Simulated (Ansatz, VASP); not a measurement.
# One calculation of WS2, two programs

INCAR

```
  PREC = Accurate
  ENCUT = 520
  EDIFF = 1E-8
  ISMEAR = -1
  SIGMA = 0.08
  LREAL = False
  LASPH = True
  NELM = 100
  ALGO = Normal
  ISIF = 2
  LWAVE = False
  LCHARG = False
  GGA = PE
  LEFG = True
  NBANDS = 20
```

File KPOINTS:

```
Automatic mesh
0
Gamma
  13 13 13
```

POSCAR

```
WS2
1.0
    1.5576599252      0.8993153771      6.0800315456
   -1.5576599252      0.8993153771      6.0800315456
    0.0000000000     -1.7986307542      6.0800315456
W S
1 2
Direct
    0.0000000000      0.0000000000      0.0000000000
    0.7503000000      0.7503000000      0.7503000000
    0.5810000000      0.5810000000      0.5810000000
```

Input for Ansatz:

```yaml
crystal:
  lattice:
    - [1.5576599252, 0.8993153771, 6.0800315456]
    - [-1.5576599252, 0.8993153771, 6.0800315456]
    - [0.0, -1.7986307542, 6.0800315456]
  atoms:
    - { symbol: W, position: [0.0, 0.0, 0.0] }
    - { symbol: S, position: [0.7503, 0.7503, 0.7503] }
    - { symbol: S, position: [0.581, 0.581, 0.581] }
kpoints:
  mp_grid: { grid: [13, 13, 13] }
scf:
  occupations: { method: fermi_dirac, width: 0.08 }
hamiltonian:
  xc: pbe
  pseudopotentials: { kind: all_electron, datasets: crystal }
output:
  forces: true
  stress: true
  eigenvalues: true
  efg: { contact_densities: true }
```

Change from the starting cell: volume scaled by 0.96, crystal datasets.

Alike in both runs: task electric field gradients; functional PBE; k mesh 13 × 13 × 13; occupations fermi-dirac, width 0.08 eV; no spin polarisation.

```csv
,VASP,Ansatz
version,VASP 6.6.1,Ansatz 0.2.0
potentials or method,"VASP PAW PBE potentials, release 64 (W_sv, S), cutoff 520 eV","all-electron PAW with datasets made for the crystal, scalar-relativistic"
```

Ansatz gave:

| Item | Value |
| --- | --- |
| pressure (GPa) | 12.5 |
| traceless stress, the component that is largest in VASP (GPa) | 0.77 |
| rms of the force components (eV/Å) | 0.537 |
| size of Vzz on the site where it differs most (V/Å²) | 177.5 |

Question: Which values does VASP return?

Answer: Pressure (GPa): 12.4; traceless stress, the component that is largest in VASP (GPa): 0.78; rms of the force components (eV/Å): 0.537; size of Vzz on the site where it differs most (V/Å²): 162.0.

Atom by atom the forces differ by 0.001 eV/Å (rms over components). Ansatz ran all-electron here, and VASP with PAW potentials.

Neither program's run includes spin-orbit coupling.
